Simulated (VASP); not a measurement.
# Al7GaN8 (P3m1) in VASP: a series of runs

Al7GaN8 is run at these levels: PBE; tasks: single point.

Program: VASP 6.6.1. These are calculated values, not measurements. Logs are shortened: lines on timing, memory, paths and dates and some standing lists are left out, and cuts for length are marked.

## Step 1: The cell of the first run

The structure is trigonal, space group P3m1 (No. 156). Conventional cell: a = 3.130 Å, b = 3.130 Å, c = 40.040 Å, α = 90.00°, β = 90.00°, γ = 120.00°. Within 2.5 Å of Al (site symmetry 3m) lie 4 N at 1.90 to 1.92 Å. Al (site symmetry 3m) has 4 N at 1.90 Å within 2.5 Å. Al (site symmetry 3m) has 4 N at 1.90 Å within 2.5 Å. Al (site symmetry 3m) has 4 N at 1.90 Å within 2.5 Å. Al (site symmetry 3m) has 4 N at 1.90 Å within 2.5 Å. Al (site symmetry 3m) has 4 N at 1.90 Å within 2.5 Å. Al (site symmetry 3m) has 4 N at 1.90 Å within 2.5 Å. Within 2.5 Å of Al (site symmetry 3m) lie 4 N at 1.90 Å.

## Step 2: Single point, PBE

INCAR reads:

```
SYSTEM = Al7GaN8
PREC = Accurate ; ENCUT = 520
EDIFF = 1E-6 ; ISMEAR = 0
SIGMA = 0.01 ; LREAL = Auto
LASPH = .TRUE. ; NELM = 60
ALGO = Normal ; ISIF = 2
LWAVE = .FALSE. ; LCHARG = .FALSE.
GGA = PE ; NBANDS = 96
```

KPOINTS reads:

```
Automatic mesh
0
G
  8 8 1
  0 0 0
```

POSCAR reads:

```
Al7GaN8
1.0
    3.1298000000      0.0000000000      0.0000000000
   -1.5649000000      2.7104863088      0.0000000000
    0.0000000000      0.0000000000     40.0400000000
Al Ga N
14 2 16
Direct
    0.3333333333      0.6666666667      0.1293706300
    0.6666666667      0.3333333333      0.1915584400
    0.3333333333      0.6666666667      0.2537462500
    0.6666666667      0.3333333333      0.3159340700
    0.3333333333      0.6666666667      0.3781218800
    0.6666666667      0.3333333333      0.4403096900
    0.3333333333      0.6666666667      0.5024975000
    0.6666666667      0.3333333333      0.5646853100
    0.3333333333      0.6666666667      0.6268731300
    0.6666666667      0.3333333333      0.6890609400
    0.3333333333      0.6666666667      0.7512487500
    0.6666666667      0.3333333333      0.8134365600
    0.3333333333      0.6666666667      0.8756243800
    0.6666666667      0.3333333333      0.9378121900
    0.3333333333      0.6666666667      0.0000000000
    0.6666666667      0.3333333333      0.0646853100
    0.3333333333      0.6666666667      0.0487013000
    0.6666666667      0.3333333333      0.1133866100
    0.3333333333      0.6666666667      0.1768231800
    0.6666666667      0.3333333333      0.2390109900
    0.3333333333      0.6666666667      0.3011988000
    0.6666666667      0.3333333333      0.3633866100
    0.3333333333      0.6666666667      0.4255744300
    0.6666666667      0.3333333333      0.4877622400
    0.3333333333      0.6666666667      0.5499500500
    0.6666666667      0.3333333333      0.6121378600
    0.3333333333      0.6666666667      0.6743256700
    0.6666666667      0.3333333333      0.7365134900
    0.3333333333      0.6666666667      0.7987013000
    0.6666666667      0.3333333333      0.8608891100
    0.3333333333      0.6666666667      0.9230769200
    0.6666666667      0.3333333333      0.9852647400
```

Potentials or basis: VASP PAW PBE potentials, release 64 (Al, Ga_d, N).

The run is started by

```console
$ cat potpaw_PBE.64/Al/POTCAR potpaw_PBE.64/Ga_d/POTCAR potpaw_PBE.64/N/POTCAR > POTCAR
$ mpirun -np 1 vasp_std > vasp.out
```

OUTCAR:

```text
SYSTEM = Al7GaN8
   PREC = Accurate
   ENCUT = 520
   EDIFF = 1E-6
   ISMEAR = 0
   LREAL = Auto
   LASPH = .TRUE.
   NELM = 60
   ISIF = 2
   GGA = PE

 ion  position               nearest neighbor table
   1  0.333  0.667  0.129-  19 1.90  18 1.92  18 1.92  18 1.92   2 3.08   2 3.08   2 3.08
   2  0.667  0.333  0.192-  20 1.90  19 1.90  19 1.90  19 1.90   3 3.08   1 3.08   3 3.08   1 3.08
                             3 3.08   1 3.08
   3  0.333  0.667  0.254-  21 1.90  20 1.90  20 1.90  20 1.90   2 3.08   2 3.08   2 3.08   4 3.08
                             4 3.08   4 3.08
   4  0.667  0.333  0.316-  22 1.90  21 1.90  21 1.90  21 1.90   5 3.08   5 3.08   5 3.08   3 3.08
                             3 3.08   3 3.08
   5  0.333  0.667  0.378-  23 1.90  22 1.90  22 1.90  22 1.90   6 3.08   4 3.08   6 3.08   4 3.08
                             6 3.08   4 3.08
   6  0.667  0.333  0.440-  24 1.90  23 1.90  23 1.90  23 1.90   5 3.08   7 3.08   7 3.08   5 3.08
                             7 3.08   5 3.08
   7  0.333  0.667  0.502-  25 1.90  24 1.90  24 1.90  24 1.90   6 3.08   8 3.08   6 3.08   8 3.08
                             6 3.08   8 3.08
   8  0.667  0.333  0.565-  26 1.90  25 1.90  25 1.90  25 1.90   7 3.08   7 3.08   7 3.08   9 3.08
                             9 3.08   9 3.08
   9  0.333  0.667  0.627-  27 1.90  26 1.90  26 1.90  26 1.90  10 3.08  10 3.08  10 3.08   8 3.08
                             8 3.08   8 3.08
  10  0.667  0.333  0.689-  28 1.90  27 1.90  27 1.90  27 1.90   9 3.08  11 3.08   9 3.08  11 3.08
                             9 3.08  11 3.08
  11  0.333  0.667  0.751-  29 1.90  28 1.90  28 1.90  28 1.90  12 3.08  10 3.08  12 3.08  10 3.08
                            12 3.08  10 3.08
  12  0.667  0.333  0.813-  30 1.90  29 1.90  29 1.90  29 1.90  11 3.08  11 3.08  11 3.08  13 3.08
                            13 3.08  13 3.08
  13  0.333  0.667  0.876-  31 1.90  30 1.90  30 1.90  30 1.90  14 3.08  14 3.08  14 3.08  12 3.08
                            12 3.08  12 3.08
  14  0.667  0.333  0.938-  32 1.90  31 1.90  31 1.90  31 1.90  15 3.08  13 3.08  15 3.08  13 3.08
                            15 3.08  13 3.08
  15  0.333  0.667  0.000-  32 1.90  32 1.90  32 1.90  17 1.95  14 3.08  14 3.08  14 3.08
  16  0.667  0.333  0.065-  17 1.92  17 1.92  17 1.92  18 1.95
  17  0.333  0.667  0.049-  16 1.92  16 1.92  16 1.92  15 1.95
  18  0.667  0.333  0.113-   1 1.92   1 1.92   1 1.92  16 1.95
  19  0.333  0.667  0.177-   1 1.90   2 1.90   2 1.90   2 1.90
  20  0.667  0.333  0.239-   2 1.90   3 1.90   3 1.90   3 1.90
  21  0.333  0.667  0.301-   3 1.90   4 1.90   4 1.90   4 1.90
[... 9 lines left out ...]
  31  0.333  0.667  0.923-  13 1.90  14 1.90  14 1.90  14 1.90
  32  0.667  0.333  0.985-  14 1.90  15 1.90  15 1.90  15 1.90

  LATTYP: Found a hexagonal cell.
 ALAT       =     3.1298000000
 C/A-ratio  =    12.7931497220

  Lattice vectors:

 A1 = (   3.1298000000,   0.0000000000,   0.0000000000)
 A2 = (  -1.5649000000,   2.7104863088,   0.0000000000)
 A3 = (   0.0000000000,   0.0000000000,  40.0400000000)

Analysis of symmetry for initial positions (statically):
=====================================================================
 Subroutine PRICEL returns:
 Original cell was already a primitive cell.

 Routine SETGRP: Setting up the symmetry group for a
 hexagonal supercell.

 Subroutine GETGRP returns: Found  6 space group operations
 (whereof  6 operations were pure point group operations)
 out of a pool of 24 trial point group operations.

The static configuration has the point symmetry C_3v.

Analysis of symmetry for dynamics (positions and initial velocities):
=====================================================================
 Subroutine PRICEL returns:
 Original cell was already a primitive cell.

 Routine SETGRP: Setting up the symmetry group for a
 hexagonal supercell.

 Subroutine GETGRP returns: Found  6 space group operations
 (whereof  6 operations were pure point group operations)
 out of a pool of 24 trial point group operations.

The dynamic configuration has the point symmetry C_3v.

 Subroutine INISYM returns: Found  6 space group operations
 (whereof  6 operations are pure point group operations),
 and found     1 'primitive' translations

----------------------------------------------------------------------------------------

                                     Primitive cell

  volume of cell :     339.6705

[... 82 lines left out ...]
 Grid dimensions read from file:
 generate k-points for:    8    8    1

 Generating k-lattice:

  Cartesian coordinates                     Fractional coordinates (reciprocal lattice)
     0.039938654  0.023058593  0.000000000     0.125000000  0.000000000  0.000000000
     0.000000000  0.046117186  0.000000000     0.000000000  0.125000000  0.000000000
     0.000000000  0.000000000  0.024975025     0.000000000  0.000000000  1.000000000

  Length of vectors
     0.046117186  0.046117186  0.024975025

  Shift w.r.t. Gamma in fractional coordinates (k-lattice)
     0.000000000  0.000000000  0.000000000

 Subroutine IBZKPT returns following result:
 ===========================================

 Found     10 irreducible k-points:

 Following reciprocal coordinates:
            Coordinates               Weight
  0.000000  0.000000  0.000000      1.000000
  0.125000  0.000000  0.000000      6.000000
  0.250000  0.000000  0.000000      6.000000
  0.375000  0.000000  0.000000      6.000000
  0.500000  0.000000  0.000000      3.000000
  0.125000  0.125000  0.000000      6.000000
  0.250000  0.125000  0.000000     12.000000
  0.375000  0.125000  0.000000     12.000000
  0.250000  0.250000  0.000000      6.000000
  0.375000  0.250000  0.000000      6.000000
   k-points           NKPTS =     10   k-points in BZ     NKDIM =     10   number of bands    NBANDS=     96
   number of dos      NEDOS =    301   number of ions     NIONS =     32
   total plane-waves  NPLWV = 172800
   dimension x,y,z NGX =    24 NGY =   24 NGZ =  300
   dimension x,y,z NGXF=    48 NGYF=   48 NGZF=  600
   ions per type =              14   2  16
   NGX,Y,Z   is equivalent  to a cutoff of  12.75, 12.75, 12.46 a.u.
   NGXF,Y,Z  is equivalent  to a cutoff of  25.50, 25.50, 24.91 a.u.
 SYSTEM =  Al7GaN8
   PREC   = accura    normal or accurate (medium, high low for compatibility)
   ISTART =      0    job   : 0-new  1-cont  2-samecut
   ICHARG =      2    charge: 1-file 2-atom 10-const
   ISPIN  =      1    spin polarized calculation?
   LNONCOLLINEAR =      F non collinear calculations
   LSORBIT =      F    spin-orbit coupling
   LASPH  =      T    aspherical Exc in radial PAW
   ENCUT  =  520.0 eV  38.22 Ry    6.18 a.u.   5.82  5.82 74.45*2*pi/ulx,y,z
   NELM   =     60;   NELMIN=  2; NELMDL= -5     # of ELM steps
   EDIFF  = 0.1E-05   stopping-criterion for ELM
   LREAL  =      T    real-space projection
   EDIFFG = 0.1E-04   stopping-criterion for IOM
   NSW    =      0    number of steps for IOM
   IBRION =     -1    ionic relax: 0-MD 1-quasi-New 2-CG
   NFREE  =      0    steps in history (QN), initial steepest desc. (CG)
   ISIF   =      2    stress and relaxation
   ISYM   =      2    0-nonsym 1-usesym 2-fastsym
   POTIM  = 0.5000    time-step for ionic-motion
   TEBEG  =    0.0;   TEEND  =   0.0 temperature during run
   PSTRESS=    0.0 pullay stress
   NELECT =     148.0000    total number of electrons
   NUPDOWN=      -1.0000    fix difference up-down
   EMIN   =  10.00;   EMAX   =-10.00  energy-range for DOS
   EFERMI =   0.00;   METHOD = LEGACY
   ISMEAR =     0;   SIGMA  =   0.01  broadening in eV -4-tet -1-fermi 0-gaus
   EFERMI_NEDOS =   21; number of points for ismear=-14 and -15
   IALGO  =     38    algorithm
   IMIX   =      4    mixing-type and parameters
     AMIX     =   0.40;   BMIX     =  1.00
     AMIX_MAG =   1.60;   BMIX_MAG =  1.00
  volume/ion in A,a.u.               =      10.61        71.63
  Fermi-wavevector in a.u.,A,eV,Ry     =   1.241108  2.345353 20.957709  1.540348
  Thomas-Fermi vector in A             =   2.375520
   LORBIT       =      0    0 simple, 1 ext, 2 COOP (PROOUT), +10 PAW based schemes
   GGA     = PE    functional components
   LHFCALC =     F    Hartree Fock is set to
   AEXX    =    0.0000 exact exchange contribution
   IVDW    =     0    specifies the selected vdW correction
   LEPSILON=     F    determine dielectric tensor
   LRPA    =     F    only Hartree local field effects (RPA)
 non-spin polarized calculation
 Gauss-broadening in eV      SIGMA  =   0.01
  energy-cutoff  :      520.00
  volume of cell :      339.67
 maximum number of plane-waves:      9192
 NGX is ok and might be reduce to    24
   NGX = 11   NGY = 11   NGZ =149

 number of electron     148.0000008 magnetization

 Free energy of the ion-electron system (eV)
  ---------------------------------------------------
  ext. energy  EPLUGINS =         0.00000000
  ---------------------------------------------------
  free energy    TOTEN  =      -232.54865442 eV

  energy without entropy =     -232.54865442  energy(sigma->0) =     -232.54865442

 E-fermi :   6.6841     XC(G=0): -10.9927

 val. band max:        6.6051241712   @ k =   0.0000   0.0000   0.0000
 cond. band min:       9.6954934226   @ k =   0.0000   0.0000   0.0000
 fundamental gap:      3.0903692514
 Fermi energy:         6.6841023275

 k-point     1 :       0.0000    0.0000    0.0000
  band No.  band energies     occupation
      1      -9.3772      2.00000
      2      -9.3011      2.00000
      3      -9.1837      2.00000
      4      -9.0623      2.00000
      5      -8.9892      2.00000
      6      -8.8038      2.00000
[... 879 lines left out ...]
     85      13.3082      0.00000
     86      13.6695      0.00000
 [bands above 86 left out]

------------------------ aborting loop because EDIFF is reached ----------------------------------------

  FORCE on cell =-STRESS in cart. coord.  units (eV):
  Direction    XX          YY          ZZ          XY          YZ          ZX
  --------------------------------------------------------------------------------------
  -------------------------------------------------------------------------------------
  Total        4.9187610      4.9187610      8.5724072      0.0000000      0.0000000     -0.0000000
  in kB       23.2010923     23.2010923     40.4348189      0.0000000      0.0000000     -0.0000000
  external PRESSURE =      28.9456678 kB  Pullay stress =       0.0000000 kB

 VOLUME and BASIS-vectors are now :
 -----------------------------------------------------------------------------
  energy-cutoff  :      520.00
  volume of cell :      339.67
      direct lattice vectors                 reciprocal lattice vectors
     3.129800000  0.000000000  0.000000000     0.319509234  0.184468742  0.000000000
    -1.564900000  2.710486309  0.000000000     0.000000000  0.368937484  0.000000000
     0.000000000  0.000000000 40.040000000     0.000000000  0.000000000  0.024975025

 POSITION                                       TOTAL-FORCE (eV/Angst)
 -----------------------------------------------------------------------------------
     -0.00000      1.80699      5.18000         0.000000      0.000000     -0.825048
      1.56490      0.90350      7.67000        -0.000000      0.000000     -0.079562
     -0.00000      1.80699     10.16000        -0.000000      0.000000     -0.057148
      1.56490      0.90350     12.65000        -0.000000      0.000000     -0.056417
     -0.00000      1.80699     15.14000        -0.000000     -0.000000     -0.060232
      1.56490      0.90350     17.63000        -0.000000      0.000000     -0.052610
[... 24 lines left out ...]
     -0.00000      1.80699     36.96000         0.000000      0.000000      0.045956
      1.56490      0.90350     39.45000         0.000000      0.000000     -0.966972
 -----------------------------------------------------------------------------------
    total drift:                               -0.000001     -0.000000      0.001012

  FREE ENERGIE OF THE ION-ELECTRON SYSTEM (eV)
  ---------------------------------------------------
  free  energy   TOTEN  =      -232.5486544212 eV

  energy  without entropy=     -232.5486544212  energy(sigma->0) =     -232.54865442
```

It took 15 min on 1 thread of Intel Xeon Platinum 8259CL at 2.50GHz (Skylake/Cascade Lake), shared host; peak memory 0.53 GiB.

Results:

```
Free energy            : -232.5487 eV
Pressure               : 2.9 GPa
Largest force          : 1.123 eV/Å
Band gap on the k mesh : 3.09 eV, direct
```

Forces in eV/Å, atoms in the order of the input:
```
Al   0.000  0.000 -0.825
Al   0.000  0.000 -0.080
Al   0.000  0.000 -0.057
Al   0.000  0.000 -0.056
Al   0.000  0.000 -0.060
Al   0.000  0.000 -0.053
Al   0.000  0.000 -0.056
Al   0.000  0.000 -0.060
Al   0.000  0.000 -0.052
Al   0.000  0.000 -0.052
Al   0.000  0.000 -0.063
Al   0.000  0.000 -0.049
Al   0.000  0.000 -0.048
Al   0.000  0.000 -0.184
Ga   0.000  0.000  0.707
Ga   0.000  0.000  0.090
N    0.000  0.000  0.024
N    0.000  0.000  1.123
N    0.000  0.000  0.061
N    0.000  0.000  0.056
N    0.000  0.000  0.055
N    0.000  0.000  0.056
N    0.000  0.000  0.056
N    0.000  0.000  0.055
N    0.000  0.000  0.055
N    0.000  0.000  0.056
N    0.000  0.000  0.056
N    0.000  0.000  0.055
N    0.000  0.000  0.057
N    0.000  0.000  0.055
N    0.000  0.000  0.046
N    0.000  0.000 -0.967
```

Caveat: forces of over 1 eV/Å act on the atoms, so gaps and moduli don't describe the material at rest.

## Step 3: Single point, PBE

This run uses another cell than the first one, of 10.72 Å³/atom, 1.010 times its volume.

INCAR reads:

```
  PREC = Accurate
  ENCUT = 520
  EDIFF = 1E-6
  ISMEAR = 0
  SIGMA = 0.01
  LREAL = Auto
  LASPH = T
  NELM = 100
  ALGO = Normal
  ISIF = 2
  LWAVE = F
  LCHARG = T
  GGA = PE
  LELF = T
  LVHAR = T
  NBANDS = 96
```

KPOINTS reads:

```
Automatic mesh
0
Gamma
  8 8 1
```

POSCAR reads:

```
Al7GaN8
1.0
    3.1298000000      0.0000000000      0.0000000000
   -1.5649000000      2.7104863088      0.0000000000
    0.0000000000      0.0000000000     40.4559779056
Al Ga N
14 2 16
Direct
    0.3333333333      0.6666666667      0.1301623450
    0.6666666667      0.3333333333      0.1922409825
    0.3333333333      0.6666666667      0.2542839811
    0.6666666667      0.3333333333      0.3163278716
    0.3333333333      0.6666666667      0.3783716174
    0.6666666667      0.3333333333      0.4404153548
    0.3333333333      0.6666666667      0.5024591336
    0.6666666667      0.3333333333      0.5645028659
    0.3333333333      0.6666666667      0.6265465815
    0.6666666667      0.3333333333      0.6885903210
    0.3333333333      0.6666666667      0.7506340930
    0.6666666667      0.3333333333      0.8126776567
    0.3333333333      0.6666666667      0.8747237055
    0.6666666667      0.3333333333      0.9367153232
    0.3333333333      0.6666666667      0.0008267657
    0.6666666667      0.3333333333      0.0664579055
    0.3333333333      0.6666666667      0.0497800956
    0.6666666667      0.3333333333      0.1156212742
    0.3333333333      0.6666666667      0.1774558876
    0.6666666667      0.3333333333      0.2395024755
    0.3333333333      0.6666666667      0.3015448421
    0.6666666667      0.3333333333      0.3635883884
    0.3333333333      0.6666666667      0.4256320942
    0.6666666667      0.3333333333      0.4876758522
    0.3333333333      0.6666666667      0.5497196291
    0.6666666667      0.3333333333      0.6117633870
    0.3333333333      0.6666666667      0.6738071701
    0.6666666667      0.3333333333      0.7358509821
    0.3333333333      0.6666666667      0.7978947085
    0.6666666667      0.3333333333      0.8599376249
    0.3333333333      0.6666666667      0.9219857542
    0.6666666667      0.3333333333      0.9839716605
```

Potentials or basis: VASP PAW PBE potentials, release 64 (Al, Ga_d, N).

The run is started by

```console
$ cat potpaw_PBE.64/Al/POTCAR potpaw_PBE.64/Ga_d/POTCAR potpaw_PBE.64/N/POTCAR > POTCAR
$ mpirun -np 1 vasp_std > vasp.out
```

It took 13 min on 1 thread of Intel Xeon Platinum 8259CL at 2.50GHz (Skylake/Cascade Lake), shared host; peak memory 0.55 GiB.

The run converged. Its results:

```
Free energy            : -232.6738 eV
Pressure               : 0.9 GPa
Largest force          : 0.019 eV/Å
Band gap on the k mesh : 2.89 eV, direct
```

Forces on the atoms (eV/Å):
```
Al   0.000  0.000 -0.001
Al   0.000  0.000  0.003
Al   0.000  0.000  0.000
Al   0.000  0.000  0.004
Al   0.000  0.000  0.001
Al   0.000  0.000  0.002
Al   0.000  0.000  0.000
Al   0.000  0.000  0.003
Al   0.000  0.000  0.002
Al   0.000  0.000  0.003
Al   0.000  0.000 -0.002
Al   0.000  0.000  0.004
Al   0.000  0.000  0.004
Al   0.000  0.000  0.000
Ga   0.000  0.000 -0.012
Ga   0.000  0.000 -0.016
N    0.000  0.000  0.012
N    0.000  0.000  0.019
N    0.000  0.000 -0.002
N    0.000  0.000 -0.002
N    0.000  0.000 -0.002
N    0.000  0.000 -0.001
N    0.000  0.000 -0.001
N    0.000  0.000 -0.002
N    0.000  0.000 -0.001
N    0.000  0.000 -0.001
N    0.000  0.000 -0.001
N    0.000  0.000 -0.003
N    0.000  0.000  0.000
N    0.000  0.000 -0.001
N    0.000  0.000 -0.001
N    0.000  0.000 -0.006
```

Stress tensor (GPa, compression positive):
```
 1.35  0.00  0.00
 0.00  1.35  0.00
 0.00  0.00 -0.14
```

Levels at points of the mesh, in eV from the valence-band top:
```
           k point  band 70  band 71  band 72  band 73  band 74  band 75  band 76  band 77  band 78  band 79
(0.00, 0.00, 0.00)    -0.46    -0.46    -0.46     0.00     0.00     2.89     3.60     3.77     4.28     4.32
(0.50, 0.00, 0.00)    -1.47    -1.43    -1.30    -1.20    -1.06     4.10     4.30     4.41     4.51     4.65
```
